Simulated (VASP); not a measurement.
# Sn (P6/mmm) in VASP: a series of runs

The runs below take Sn through single point, relaxation of cell and atoms, with LDA.

Everything below comes from runs of VASP 6.6.1. Logs are shortened: lines on timing, memory, paths and dates and some standing lists are left out, and cuts for length are marked.

**1. The cell of the first run**

It takes space group P6/mmm (No. 191, hexagonal). The conventional cell has a = 4.178 Å, b = 4.178 Å, c = 2.485 Å, α = 90.00°, β = 90.00°, γ = 120.00°. Sn (site symmetry 6/mmm) has 14 Sn at 2.49 to 2.71 Å within 3.3 Å. Within 3.2 Å of Sn (site symmetry -6m2) lie 11 Sn at 2.41 to 2.71 Å.

This isn't the form of Sn at room conditions, which is tetragonal (white tin).

**2. Single point, LDA**

File INCAR:

```
SYSTEM = Sn
ALGO = Normal ; EDIFF = 1E-7
ENCUT = 520 ; ISIF = 2
ISMEAR = -1 ; LASPH = .TRUE.
LCHARG = .FALSE. ; LREAL = .FALSE.
LWAVE = .FALSE. ; NBANDS = 28
NELM = 80 ; PREC = Accurate
SIGMA = 0.05
```

File KPOINTS:

```
k-points
0
G
  9 9 12
  0 0 0
```

File POSCAR:

```
Sn
1.0
    4.1784697444      0.0000000000      0.0000000000
   -2.0892348722      3.6186609476      0.0000000000
    0.0000000000      0.0000000000      2.4851624589
Sn
3
Direct
    0.0000000000      0.0000000000      0.0000000000
    0.3333333333      0.6666666667      0.5000000000
    0.6666666667      0.3333333333      0.5000000000
```

Potentials or basis: VASP PAW LDA potentials, release 64 (Sn_d).

The run is started by

```console
$ cat potpaw_LDA.64/Sn_d/POTCAR > POTCAR
$ mpirun -np 1 vasp_std > vasp.out
```

OUTCAR:

```text
SYSTEM = Sn
   EDIFF = 1E-7
   ENCUT = 520
   ISIF = 2
   ISMEAR = -1
   LASPH = .TRUE.
   LREAL = .FALSE.
   NELM = 80
   PREC = Accurate

 ion  position               nearest neighbor table
   1  0.000  0.000  0.000-   2 2.71   3 2.71   2 2.71   3 2.71   3 2.71   3 2.71   2 2.71   2 2.71
                             3 2.71   3 2.71   2 2.71   2 2.71
   2  0.333  0.667  0.500-   3 2.41   3 2.41   3 2.41   1 2.71   1 2.71   1 2.71   1 2.71   1 2.71
                             1 2.71   3 3.46   3 3.46   3 3.46   3 3.46   3 3.46   3 3.46
   3  0.667  0.333  0.500-   2 2.41   2 2.41   2 2.41   1 2.71   1 2.71   1 2.71   1 2.71   1 2.71
                             1 2.71   2 3.46   2 3.46   2 3.46   2 3.46   2 3.46   2 3.46

  LATTYP: Found a hexagonal cell.
 ALAT       =     4.1784697444
 C/A-ratio  =     0.5947542069

  Lattice vectors:

 A1 = (   4.1784697444,   0.0000000000,   0.0000000000)
 A2 = (  -2.0892348722,   3.6186609476,   0.0000000000)
 A3 = (   0.0000000000,   0.0000000000,   2.4851624589)

Analysis of symmetry for initial positions (statically):
=====================================================================
 Subroutine PRICEL returns:
 Original cell was already a primitive cell.

 Routine SETGRP: Setting up the symmetry group for a
 hexagonal supercell.

 Subroutine GETGRP returns: Found 24 space group operations
 (whereof 24 operations were pure point group operations)
 out of a pool of 24 trial point group operations.

The static configuration has the point symmetry D_6h.

Analysis of symmetry for dynamics (positions and initial velocities):
=====================================================================
 Subroutine PRICEL returns:
 Original cell was already a primitive cell.

 Routine SETGRP: Setting up the symmetry group for a
 hexagonal supercell.

 Subroutine GETGRP returns: Found 24 space group operations
 (whereof 24 operations were pure point group operations)
 out of a pool of 24 trial point group operations.

The dynamic configuration has the point symmetry D_6h.

 Subroutine INISYM returns: Found 24 space group operations
 (whereof 24 operations are pure point group operations),
 and found     1 'primitive' translations

----------------------------------------------------------------------------------------

                                     Primitive cell

  volume of cell :      37.5768

[... 88 lines left out ...]
   ENCUT  =  520.0 eV  38.22 Ry    6.18 a.u.   7.77  7.77  4.62*2*pi/ulx,y,z
   NELM   =     80;   NELMIN=  2; NELMDL= -5     # of ELM steps
   EDIFF  = 0.1E-06   stopping-criterion for ELM
   LREAL  =      F    real-space projection
   EDIFFG = 0.1E-05   stopping-criterion for IOM
   NSW    =      0    number of steps for IOM
   IBRION =     -1    ionic relax: 0-MD 1-quasi-New 2-CG
   NFREE  =      0    steps in history (QN), initial steepest desc. (CG)
   ISIF   =      2    stress and relaxation
   ISYM   =      2    0-nonsym 1-usesym 2-fastsym
   POTIM  = 0.5000    time-step for ionic-motion
   TEBEG  =    0.0;   TEEND  =   0.0 temperature during run
   PSTRESS=    0.0 pullay stress
   NELECT =      42.0000    total number of electrons
   NUPDOWN=      -1.0000    fix difference up-down
   EMIN   =  10.00;   EMAX   =-10.00  energy-range for DOS
   EFERMI =   0.00;   METHOD = LEGACY
   ISMEAR =    -1;   SIGMA  =   0.05  broadening in eV -4-tet -1-fermi 0-gaus
   EFERMI_NEDOS =   21; number of points for ismear=-14 and -15
   IALGO  =     38    algorithm
   IMIX   =      4    mixing-type and parameters
     AMIX     =   0.40;   BMIX     =  1.00
     AMIX_MAG =   1.60;   BMIX_MAG =  1.00
  volume/ion in A,a.u.               =      12.53        84.53
  Fermi-wavevector in a.u.,A,eV,Ry     =   1.698966  3.210580 39.273006  2.886484
  Thomas-Fermi vector in A             =   2.779369
   LORBIT       =      0    0 simple, 1 ext, 2 COOP (PROOUT), +10 PAW based schemes
   GGA     = CA    functional components
   LHFCALC =     F    Hartree Fock is set to
   AEXX    =    0.0000 exact exchange contribution
   IVDW    =     0    specifies the selected vdW correction
   LEPSILON=     F    determine dielectric tensor
   LRPA    =     F    only Hartree local field effects (RPA)
 non-spin polarized calculation
  energy-cutoff  :      520.00
  volume of cell :       37.58
 maximum number of plane-waves:      1030
 NGX is ok and might be reduce to    32

 number of electron      41.9999984 magnetization

 Free energy of the ion-electron system (eV)
  ---------------------------------------------------
  ext. energy  EPLUGINS =         0.00000000
  ---------------------------------------------------
  free energy    TOTEN  =         1.59615191 eV

  energy without entropy =        1.60567752  energy(sigma->0) =        1.60091471

 E-fermi :  22.0993     XC(G=0): -14.8085

 val. band max:       22.0837835435   @ k =   0.1111   0.1111   0.5000
 cond. band min:      22.1147082434   @ k =   0.3333   0.0000   0.0000
 fundamental gap:      0.0309246999
 Fermi energy:        22.0992829527

 k-point     1 :       0.0000    0.0000    0.0000
  band No.  band energies     occupation
      1      -2.7313      2.00000
      2      -1.8726      2.00000
      3      -1.8240      2.00000
      4      -1.6383      2.00000
      5      -1.6383      2.00000
      6      -1.2639      2.00000
[... 733 lines left out ...]
     27      29.8674      0.00000
     28      34.6878      0.00000

 [... further k-points ...]

------------------------ aborting loop because EDIFF is reached ----------------------------------------

  FORCE on cell =-STRESS in cart. coord.  units (eV):
  Direction    XX          YY          ZZ          XY          YZ          ZX
  --------------------------------------------------------------------------------------
  -------------------------------------------------------------------------------------
  Total       56.8207538     56.8207538     56.8213074     -0.0000000      0.0000000      0.0000000
  in kB     2422.6888118   2422.6888118   2422.7124133     -0.0000000      0.0000000      0.0000000
  external PRESSURE =    2422.6966790 kB  Pullay stress =       0.0000000 kB

 VOLUME and BASIS-vectors are now :
 -----------------------------------------------------------------------------
  energy-cutoff  :      520.00
  volume of cell :       37.58
      direct lattice vectors                 reciprocal lattice vectors
     4.178469744  0.000000000  0.000000000     0.239322063  0.138172658  0.000000000
    -2.089234872  3.618660948  0.000000000     0.000000000  0.276345315  0.000000000
     0.000000000  0.000000000  2.485162459     0.000000000  0.000000000  0.402388180

 POSITION                                       TOTAL-FORCE (eV/Angst)
 -----------------------------------------------------------------------------------
      0.00000      0.00000      0.00000        -0.000000     -0.000000      0.000000
     -0.00000      2.41244      1.24258         0.000000      0.000000     -0.000000
      2.08923      1.20622      1.24258        -0.000000     -0.000000      0.000000
 -----------------------------------------------------------------------------------
    total drift:                               -0.000000      0.000000      0.000000

  FREE ENERGIE OF THE ION-ELECTRON SYSTEM (eV)
  ---------------------------------------------------
  free  energy   TOTEN  =         1.5961519092 eV

  energy  without entropy=        1.6056775165  energy(sigma->0) =        1.60091471
```

OSZICAR:

```text
N       E                     dE             d eps       ncg     rms          rms(c)
DAV:   1     0.373246936820E+03    0.37325E+03   -0.20384E+04  5416   0.298E+03
DAV:   2     0.416572986496E+02   -0.33159E+03   -0.32460E+03  4728   0.541E+02
DAV:   3     0.208789568174E+01   -0.39569E+02   -0.38966E+02  5048   0.175E+02
DAV:   4     0.746049678312E+00   -0.13418E+01   -0.13352E+01  5416   0.351E+01
DAV:   5     0.707854400614E+00   -0.38195E-01   -0.38186E-01  6772   0.531E+00    0.104E+01
DAV:   6     0.127868485038E+01    0.57083E+00   -0.11155E-01  7316   0.618E+00    0.567E+00
DAV:   7     0.159056590530E+01    0.31188E+00   -0.12425E-01  7200   0.513E+00    0.183E-01
DAV:   8     0.159608671851E+01    0.55208E-02   -0.12178E-02  6472   0.185E+00    0.621E-02
DAV:   9     0.159610082337E+01    0.14105E-04   -0.82753E-04  6516   0.403E-01    0.552E-02
DAV:  10     0.159613802632E+01    0.37203E-04   -0.40421E-05  7024   0.950E-02    0.149E-02
DAV:  11     0.159615195567E+01    0.13929E-04   -0.11207E-05  6260   0.586E-02    0.281E-03
DAV:  12     0.159615190923E+01   -0.46446E-07   -0.88114E-07  6596   0.155E-02
   1 F= 0.15961519E+01 E0= 0.16009147E+01  d E =-.952561E-02
```

stdout:

```text
POSCAR found type information on POSCAR Sn
 POSCAR found :  1 types and       3 ions
 scaLAPACK will be used
 LDA part: xc-table for (Slater(with rela. corr.)+CA(PZ))
 , standard interpolation
 POSCAR, INCAR and KPOINTS ok, starting setup
 FFT: planning ... GRIDC
 FFT: planning ... GRID_SOFT
 FFT: planning ... GRID
 WAVECAR not read
 entering main loop
```

Wall time 22 s (1 thread of Intel Xeon 6975P-C (Granite Rapids), shared host); peak memory 0.18 GiB.

What came out:

| Property | Result |
| --- | --- |
| Free energy | 1.5962 eV |
| Pressure | 242.3 GPa |
| Band gap on the k mesh | zero (bands 21 and 22 overlap by 9.19 eV) |

Caveat: the cell stands under pressure; spin-orbit coupling is left out, which moves the levels of the heavy elements.

**3. Relaxation of cell and atoms, LDA, target pressure 240 GPa, at which the enthalpy is minimised**

This run uses another cell than the first one: it holds 1 atom, not 3.

File INCAR:

```
SYSTEM = Sn
ALGO     = Normal         ! electronic algorithm
EDIFF    = 1E-7           ! SCF threshold, eV
EDIFFG   = -0.005         ! ionic threshold
ENCUT    = 600            ! plane-wave cutoff, eV
GGA      = CA             ! functional
IBRION   = 2              ! ionic algorithm
ISIF     = 3              ! what is computed and relaxed
ISMEAR   = -1             ! smearing method
LASPH    = .TRUE.         ! aspherical terms in the spheres
LCHARG   = .FALSE.        ! write CHGCAR
LREAL    = .FALSE.        ! projectors in reciprocal space
LWAVE    = .FALSE.        ! write WAVECAR
NELM     = 80             ! most SCF steps
NSW      = 60             ! ionic steps
PREC     = Accurate       ! precision mode
PSTRESS  = 2400.0       
SIGMA    = 0.05           ! smearing width, eV
```

File KPOINTS:

```
k-points
0
G
  17 17 16
  0 0 0
```

File POSCAR:

```
Sn
1.0
    2.4872506020      0.0000000000      0.0000000000
   -1.2436253010      2.1540222069      0.0000000000
    0.0000000000      0.0000000000      2.3380155658
Sn
1
Direct
    0.0000000000      0.0000000000      0.0000000000
```

Potentials or basis: VASP PAW LDA potentials, release 64 (Sn_d).

The run is started by

```console
$ cat potpaw_LDA.64/Sn_d/POTCAR > POTCAR
$ mpirun -np 1 vasp_std > vasp.out
```

Wall time 66 s (1 thread of Intel Xeon 6975P-C (Granite Rapids), shared host); peak memory 0.16 GiB.

Results (log left out):

| Item | Value |
| --- | --- |
| Free energy | 0.5647 eV |
| Relaxed volume | 12.77 Å³/atom |
| Relaxed cell | a = 2.507 Å, b = 2.507 Å, c = 2.346 Å, α = 90.00°, β = 90.00°, γ = 120.00° |
| Space group after relaxing (to 0.1 Å) | P6/mmm (No. 191) |
| Energy change on relaxing (the run minimises the enthalpy) | -381.1 meV/atom |
| Ionic steps | 7 |
| Pressure after relaxing | 240.0 GPa |
| Band gap on the k mesh | zero (bands 7 and 8 overlap by 13.47 eV) |

The path:
```tsv
step	energy change (eV)	largest force (eV/Å)	pressure (GPa)	volume (Å³)
1	0.0000	0.0000	258.09	12.53
2	-3.0358	0.0000	118.06	15.27
3	-0.4250	0.0000	237.84	12.80
4	-0.3851	0.0000	239.75	12.77
5	-0.3619	0.0000	240.93	12.76
6	-0.3812	0.0000	239.97	12.77
7	-0.3811	0.0000	239.99	12.77
```

Final structure:
```
CELL_PARAMETERS angstrom
2.50693 0.00000 0.00000
-1.25346 2.17106 0.00000
0.00000 0.00000 2.34644
ATOMIC_POSITIONS crystal
Sn 0.00000 0.00000 0.00000
```

Levels at points of the mesh, in eV from the Fermi level:
| k point | band 4 | band 5 | band 6 | band 7 | band 8 | band 9 | band 10 | band 11 |
| --- | --- | --- | --- | --- | --- | --- | --- | --- |
| (0.00, 0.00, 0.00) | -22.96 | -22.96 | -20.08 | 7.26 | 9.23 | 12.07 | 12.07 | 13.63 |
| (0.00, 0.00, 0.50) | -23.87 | -23.87 | -11.71 | -11.24 | 12.58 | 14.60 | 16.23 | 16.23 |

Caveat: the cell is relaxed towards a set pressure, so the run minimises the enthalpy, not the energy; spin-orbit coupling is left out, which moves the levels of the heavy elements.

**4. Relaxation of cell and atoms, LDA, target pressure 240 GPa, at which the enthalpy is minimised**

This run uses another cell than the first one: it holds 1 atom, not 3.

File INCAR:

```
PREC     = Accurate       # precision mode
ENCUT    = 600            # plane-wave cutoff, eV
EDIFF    = 1E-6           # SCF threshold, eV
ISMEAR   = -1             # smearing method
SIGMA    = 0.05           # smearing width, eV
LREAL    = False          # projectors in reciprocal space
LASPH    = True           # aspherical terms in the spheres
NELM     = 80             # most SCF steps
ALGO     = Normal         # electronic algorithm
ISIF     = 3              # what is computed and relaxed
LWAVE    = False          # write WAVECAR
LCHARG   = False          # write CHGCAR
GGA      = CA             # functional
IBRION   = 2              # ionic algorithm
NSW      = 32             # ionic steps
EDIFFG   = -0.005         # ionic threshold
PSTRESS  = 2400.0
```

File KPOINTS:

```
Automatic mesh
0
Gamma
  17 17 16
```

File POSCAR:

```
Sn
1.0
    2.5046174046      0.0000000000      0.0000000000
   -1.2523087023      2.1690622991      0.0000000000
    0.0000000000      0.0000000000      2.3436473192
Sn
1
Direct
    0.0000000000      0.0000000000      0.0000000000
```

The run is started by

```console
$ cat potpaw_LDA.64/Sn_d/POTCAR > POTCAR
$ mpirun -np 1 vasp_std > vasp.out
```

Wall time 57 s (1 thread of Intel Xeon 6975P-C (Granite Rapids), shared host); peak memory 0.16 GiB.

It converged, with:

- Free energy: 0.5651 eV
- Relaxed volume: 12.77 Å³/atom
- Relaxed cell: a = 2.507 Å, b = 2.507 Å, c = 2.346 Å, α = 90.00°, β = 90.00°, γ = 120.00°
- Space group after relaxing (to 0.1 Å): P6/mmm (No. 191)
- Energy change on relaxing (the run minimises the enthalpy): -57.8 meV/atom
- Ionic steps: 9
- Pressure after relaxing: 240.0 GPa
- Band gap on the k mesh: zero (bands 7 and 8 overlap by 13.47 eV)

Step by step:
| step | energy change (eV) | largest force (eV/Å) | pressure (GPa) | volume (Å³) |
| --- | --- | --- | --- | --- |
| 1 | 0.0000 | 0.0000 | 242.71 | 12.73 |
| 2 | -0.5717 | 0.0000 | 215.64 | 13.13 |
| 3 | -0.0578 | 0.0000 | 239.96 | 12.77 |
| 4 | -0.0567 | 0.0000 | 240.02 | 12.77 |
| 5 | -0.0560 | 0.0000 | 240.10 | 12.77 |
| 6 | -0.0565 | 0.0000 | 240.08 | 12.77 |
| 7 | -0.0627 | 0.0000 | 239.76 | 12.77 |
| 8 | -0.0576 | 0.0000 | 240.04 | 12.77 |
| 9 | -0.0578 | 0.0000 | 240.02 | 12.77 |

Final structure:
```cif
data_structure
_symmetry_space_group_name_H-M 'P 1'
_symmetry_Int_Tables_number 1
_cell_length_a 2.5069
_cell_length_b 2.5069
_cell_length_c 2.3465
_cell_angle_alpha 90.000
_cell_angle_beta 90.000
_cell_angle_gamma 120.000
_cell_volume 12.77
loop_
_atom_site_label
_atom_site_type_symbol
_atom_site_fract_x
_atom_site_fract_y
_atom_site_fract_z
_atom_site_occupancy
Sn1 Sn 0.00000 0.00000 0.00000 1
```

Levels at points of the mesh, in eV from the Fermi level:
| k point | band 5 | band 6 | band 7 | band 8 | band 9 | band 10 |
| --- | --- | --- | --- | --- | --- | --- |
| (0.00, 0.00, 0.00) | -22.96 | -20.08 | 7.26 | 9.23 | 12.07 | 12.07 |
| (0.00, 0.00, 0.50) | -23.87 | -11.71 | -11.24 | 12.58 | 14.61 | 16.23 |

Caveat: the cell is relaxed towards a set pressure, so the run minimises the enthalpy, not the energy; spin-orbit coupling is left out, which moves the levels of the heavy elements.

**5. Summary**

```csv
task,cell,k mesh,cutoff (eV),gap on the mesh (eV),pressure (GPa)
single point,"a = 4.178, b = 4.178, c = 2.485 Å, angles 90.0, 90.0, 120.0°, 3 atoms, atomic positions A",9 × 9 × 12,520,none,242.3
relaxation of cell and atoms,"relaxed to 240 GPa from a = 2.487, b = 2.487, c = 2.338 Å, angles 90.0, 90.0, 120.0°, 1 atom, atomic positions B",17 × 17 × 16,600,none,240.0
relaxation of cell and atoms,"relaxed to 240 GPa from a = 2.505, b = 2.505, c = 2.344 Å, angles 90.0, 90.0, 120.0°, 1 atom, atomic positions B",17 × 17 × 16,600,none,240.0
```

Alike in all rows: level LDA; potentials or basis VASP PAW LDA potentials, release 64 (Sn_d); no spin polarisation; smearing fermi-dirac 0.05 eV.

Caveats: spin-orbit coupling is left out, which moves the levels of the heavy elements; the cell is relaxed towards a set pressure, so the run minimises the enthalpy, not the energy (at least some runs); the cell stands under pressure (at least some runs).

Total energies depend on the potentials used, so only differences within one code and one set of settings carry meaning.
